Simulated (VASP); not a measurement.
# Sb (P4/mmm) in VASP: a series of runs, part 2 of 2

VASP 6.6.1. Earlier steps stand in the parts before.

## (3) Single point, PBEsol (strain along c alone, the other axes held: +1.0 %)

INCAR

```
ALGO = Normal
EDIFF = 1E-6
ENCUT = 520
GGA = PS
ISIF = 2
ISMEAR = 0
LASPH = True
LCHARG = True
LELF = True
LREAL = False
LVHAR = True
LWAVE = False
NBANDS = 8
NELM = 80
PREC = Accurate
SIGMA = 0.1
```

KPOINTS

```
k-points
0
Gamma
  18 18 18
```

POSCAR

```
Sb
1.0
    3.0617437797      0.0000000000      0.0000000000
    0.0000000000      3.0617437797      0.0000000000
    0.0000000000      0.0000000000      3.0923612175
Sb
1
Direct
    0.0000000000      0.0000000000      0.0000000000
```

Potentials or basis: VASP PAW PBE potentials, release 64 (Sb).

Run with:

```
$ cat potpaw_PBE.64/Sb/POTCAR > POTCAR
$ mpirun -np 1 vasp_std > vasp.out
```

Wall time 20 s (1 thread of Intel Xeon 6975P-C (Granite Rapids), shared host); peak memory 0.24 GiB.

The run converged. Its results:

| Item | Value |
| --- | --- |
| Free energy | -4.5341 eV |
| Pressure | -0.5 GPa |

Stress tensor (GPa, compression positive):
```
-0.11  0.00  0.00
 0.00 -0.11  0.00
 0.00  0.00 -1.22
```

Levels at points of the mesh, in eV from the Fermi level:
```csv
k point,band 1,band 2,band 3,band 4,band 5,band 6
"(0.00, 0.00, 0.00)",-12.64,3.13,3.41,3.41,6.88,7.03
"(0.50, 0.00, 0.00)",-10.07,-5.82,5.27,5.56,9.12,10.52
"(0.50, 0.50, 0.00)",-7.32,-3.66,-3.66,2.01,7.45,13.06
"(0.00, 0.00, 0.50)",-10.20,-5.80,5.45,5.45,9.13,10.68
"(0.50, 0.00, 0.50)",-7.46,-3.76,-3.62,1.99,7.65,13.14
"(0.50, 0.50, 0.50)",-4.39,-1.73,-1.73,-1.58,4.70,4.79
```

Caveat: the cell differs from its parent crystal (strain along c alone, the other axes held: +1.0 %); the PAW data sets were made with another functional, which shifts forces and pressure a little; spin-orbit coupling is left out, which moves the levels of the heavy elements.

## (4) Single point, PBEsol (strain along c alone, the other axes held: +2.0 %)

INCAR

```
ALGO     = Normal         # electronic algorithm
EDIFF    = 1E-6           # SCF threshold, eV
ENCUT    = 520            # plane-wave cutoff, eV
GGA      = PS             # functional
ISIF     = 2              # what is computed and relaxed
ISMEAR   = 0              # smearing method
LASPH    = T              # aspherical terms in the spheres
LCHARG   = F              # write CHGCAR
LREAL    = F              # projectors in reciprocal space
LWAVE    = F              # write WAVECAR
NBANDS   = 8              # bands
NELM     = 100            # most SCF steps
PREC     = Accurate       # precision mode
SIGMA    = 0.1            # smearing width, eV
```

KPOINTS is that of step 3.

POSCAR: that of step 3 with these lines changed.

```diff
@@ -4,3 +4,3 @@
     0.0000000000      3.0617437797      0.0000000000
-    0.0000000000      0.0000000000      3.0923612175
+    0.0000000000      0.0000000000      3.1229786553
 Sb
```

Run with:

```
$ cat potpaw_PBE.64/Sb/POTCAR > POTCAR
$ mpirun -np 1 vasp_std > vasp.out
```

Wall time 19 s (1 thread of Intel Xeon 6975P-C (Granite Rapids), shared host); peak memory 0.24 GiB.

Results (log left out):

```
Free energy : -4.5307 eV
Pressure    : -1.1 GPa
```

Stress tensor (GPa, compression positive):
```
-0.33  0.00  0.00
 0.00 -0.33  0.00
 0.00  0.00 -2.52
```

Levels at points of the mesh, in eV from the Fermi level:
```csv
k point,band 1,band 2,band 3,band 4,band 5,band 6,band 7,band 8
"(0.00, 0.00, 0.00)",-12.55,2.94,3.50,3.50,6.79,7.10,8.31,17.75
"(0.50, 0.00, 0.00)",-9.97,-5.75,5.07,5.65,9.10,10.43,11.18,11.48
"(0.50, 0.50, 0.00)",-7.21,-3.59,-3.59,2.08,7.25,12.94,13.09,13.09
"(0.00, 0.00, 0.50)",-10.23,-5.69,5.43,5.43,9.11,10.77,11.62,11.69
"(0.50, 0.00, 0.50)",-7.50,-3.78,-3.50,2.03,7.63,13.10,13.29,13.50
"(0.50, 0.50, 0.50)",-4.43,-1.75,-1.75,-1.44,4.68,4.84,4.84,6.78
```

Caveat: the cell differs from its parent crystal (strain along c alone, the other axes held: +2.0 %); the PAW data sets were made with another functional, which shifts forces and pressure a little; spin-orbit coupling is left out, which moves the levels of the heavy elements.

## (5) Single point, PBEsol (strain along c alone, the other axes held: +3.0 %)

INCAR

```
SYSTEM = Sb
PREC = Accurate ; ENCUT = 520
EDIFF = 1E-6 ; ISMEAR = 0
SIGMA = 0.1 ; LREAL = .FALSE.
LASPH = .TRUE. ; NELM = 80
ALGO = Normal ; ISIF = 2
LWAVE = .FALSE. ; LCHARG = .FALSE.
GGA = PS ; NBANDS = 8
```

KPOINTS

```
regular mesh
0
G
  18 18 18
  0 0 0
```

POSCAR: that of step 4 with these lines changed.

```diff
@@ -4,3 +4,3 @@
     0.0000000000      3.0617437797      0.0000000000
-    0.0000000000      0.0000000000      3.1229786553
+    0.0000000000      0.0000000000      3.1535960931
 Sb
```

Potentials or basis: VASP PAW PBE potentials, release 64 (Sb).

Run with:

```
$ cat potpaw_PBE.64/Sb/POTCAR > POTCAR
$ mpirun -np 1 vasp_std > vasp.out
```

OUTCAR:

```text
SYSTEM = Sb
   PREC = Accurate
   ENCUT = 520
   EDIFF = 1E-6
   ISMEAR = 0
   LREAL = .FALSE.
   LASPH = .TRUE.
   NELM = 80
   ISIF = 2
   GGA = PS

 ion  position               nearest neighbor table
   1  0.000  0.000  0.000-

  LATTYP: Found a simple tetragonal cell.
 ALAT       =     3.0617437797
 C/A-ratio  =     1.0300000000

  Lattice vectors:

 A1 = (   3.0617437797,   0.0000000000,   0.0000000000)
 A2 = (   0.0000000000,   3.0617437797,   0.0000000000)
 A3 = (   0.0000000000,   0.0000000000,   3.1535960931)

[... 444 lines left out ...]
 [... further k-points ...]

------------------------ aborting loop because EDIFF is reached ----------------------------------------

  FORCE on cell =-STRESS in cart. coord.  units (eV):
  Direction    XX          YY          ZZ          XY          YZ          ZX
  --------------------------------------------------------------------------------------
  -------------------------------------------------------------------------------------
  Total       -0.0995038     -0.0995038     -0.6838128      0.0000000      0.0000000      0.0000000
  in kB       -5.3927041     -5.3927041    -37.0598825      0.0000000      0.0000000      0.0000000
  external PRESSURE =     -15.9484302 kB  Pullay stress =       0.0000000 kB

 VOLUME and BASIS-vectors are now :
 -----------------------------------------------------------------------------
  energy-cutoff  :      520.00
  volume of cell :       29.56
      direct lattice vectors                 reciprocal lattice vectors
     3.061743780  0.000000000  0.000000000     0.326611262  0.000000000  0.000000000
     0.000000000  3.061743780  0.000000000     0.000000000  0.326611262  0.000000000
     0.000000000  0.000000000  3.153596093     0.000000000  0.000000000  0.317098313

 POSITION                                       TOTAL-FORCE (eV/Angst)
 -----------------------------------------------------------------------------------
      0.00000      0.00000      0.00000         0.000000      0.000000      0.000000
 -----------------------------------------------------------------------------------
    total drift:                                0.000000      0.000000      0.000000

  FREE ENERGIE OF THE ION-ELECTRON SYSTEM (eV)
  ---------------------------------------------------
  free  energy   TOTEN  =        -4.5251284481 eV

  energy  without entropy=       -4.5227179504  energy(sigma->0) =       -4.52392320
```

OSZICAR:

```text
N       E                     dE             d eps       ncg     rms          rms(c)
DAV:   1     0.465027464046E+01    0.46503E+01   -0.16495E+03  8880   0.405E+02
DAV:   2    -0.441981907664E+01   -0.90701E+01   -0.87198E+01 12568   0.520E+01
DAV:   3    -0.452656024124E+01   -0.10674E+00   -0.10644E+00 10408   0.643E+00
DAV:   4    -0.452701242627E+01   -0.45219E-03   -0.45218E-03 13496   0.506E-01
DAV:   5    -0.452701413083E+01   -0.17046E-05   -0.17048E-05 11072   0.198E-02    0.189E+00
DAV:   6    -0.452592817816E+01    0.10860E-02   -0.31946E-04 12216   0.123E-01    0.112E+00
DAV:   7    -0.452511772239E+01    0.81046E-03   -0.84022E-04  9752   0.190E-01    0.584E-02
DAV:   8    -0.452512756258E+01   -0.98402E-05   -0.26699E-05 12848   0.350E-02    0.511E-03
DAV:   9    -0.452512844814E+01   -0.88556E-06   -0.72605E-07 10768   0.595E-03
   1 F= -.45251284E+01 E0= -.45239232E+01  d E =-.241050E-02
```

Wall time 20 s (1 thread of Intel Xeon 6975P-C (Granite Rapids), shared host); peak memory 0.24 GiB.

Results:

```yaml
Free_energy: -4.5251 eV
Pressure: -1.6 GPa
```

Stress tensor (GPa, compression positive):
```
-0.54  0.00  0.00
 0.00 -0.54  0.00
 0.00  0.00 -3.71
```

Caveat: the cell differs from its parent crystal (strain along c alone, the other axes held: +3.0 %); the PAW data sets were made with another functional, which shifts forces and pressure a little; spin-orbit coupling is left out, which moves the levels of the heavy elements.

## (6) Overview

| cell | gap on the mesh (eV) | pressure (GPa) |
| --- | --- | --- |
| a = 3.062, b = 3.062, c = 3.031 Å, 1 atom | none | 0.8 |
| a = 3.062, b = 3.062, c = 3.092 Å, 1 atom | none | -0.5 |
| a = 3.062, b = 3.062, c = 3.123 Å, 1 atom | none | -1.1 |
| a = 3.062, b = 3.062, c = 3.154 Å, 1 atom | none | -1.6 |

Alike in all rows: task single point; level PBEsol; potentials or basis VASP PAW PBE potentials, release 64 (Sb); no spin polarisation; k mesh 18 × 18 × 18; cutoff (eV) 520; smearing gaussian 0.1 eV.

Caveats: the PAW data sets were made with another functional, which shifts forces and pressure a little; spin-orbit coupling is left out, which moves the levels of the heavy elements.

Total energies depend on the potentials used, so only differences within one code and one set of settings carry meaning.
